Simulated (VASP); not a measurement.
# NaH: single point with r2SCAN

The system is NaH.

```xyz
2
Lattice="2.2444 2.2444 0.0000 -2.2444 2.2444 0.0000 0.0000 2.2444 2.2444" Properties=species:S:1:pos:R:3 pbc="T T T"
Na    0.0000    0.0000    0.0000
H     0.0000    2.2444    0.0000
```

* Program: VASP 6.6.1
* Task: single point
* Functional: r2SCAN
* Potentials or basis: VASP PAW PBE potentials, release 64 (Na_pv, H)
* Cutoff: 520 eV
* k mesh: 8 × 8 × 8
* Occupations: gaussian, width 0.01 eV
* Spin: no spin polarisation
* Dipole correction: no
* Further INCAR settings: ALGO = Normal; EDIFF = 1e-07; NBANDS = 11

- Pressure: 6.7 GPa
- Band gap on the k mesh: 4.79 eV, indirect (least direct gap 5.70 eV)

Levels at points of the mesh, in eV from the valence-band top:
```csv
k point,band 2,band 3,band 4,band 5,band 6,band 7
"(0.00, 0.00, 0.00)",-22.52,-22.52,-4.19,13.65,18.10,18.10
"(0.50, 0.00, 0.00)",-22.54,-22.54,-0.91,4.79,13.39,15.37
"(0.50, 0.50, 0.00)",-22.58,-22.58,-0.23,5.74,11.57,12.94
```

Wall time 11 s on 1 thread of Intel(R) Xeon(R) 6975P-C (Granite Rapids), on a shared host, peak memory 0.13 GiB.

Caveat: the PAW data sets were made with another functional, which shifts forces and pressure a little. r2SCAN opens gaps a little over a GGA but as a rule still falls short of measured ones.
